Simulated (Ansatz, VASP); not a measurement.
**Two plane-wave programs on NaF**

```
CELL_PARAMETERS angstrom
0.00000 2.25122 2.25122
2.25122 0.00000 2.25122
2.25122 2.25122 0.00000
ATOMIC_POSITIONS crystal
Na 0.00000 0.00000 0.00000
F 0.50000 0.50000 0.50000
```

Change from the starting cell: hydrostatic strain -2.0%.

Alike in both runs: task single point; functional r2SCAN; k mesh 10 × 10 × 10; no spin polarisation.

|  | VASP | Ansatz |
| --- | --- | --- |
| version | VASP 6.6.1 | Ansatz 0.2.0 |
| potentials or method | VASP PAW PBE potentials, release 64 (Na_pv, F) | plane waves, PAW |
| plane-wave cutoff (eV) | 520 | 500 |
| occupations | gaussian, width 0.01 eV | fixed |
| valence electrons in the cell | 14 | 16 |

VASP gave:

* gap on the k mesh at the Fermi level (eV): 7.69
* pressure (GPa): 3.1

Estimate Ansatz's values.

gap on the k mesh at the Fermi level (eV): 7.65; pressure (GPa): 3.8.

VASP's potentials were made for PBE, not for r2SCAN. VASP's potentials hold 14 valence electrons a cell and Ansatz's 16, so a difference there can come from the potentials and not from the codes.
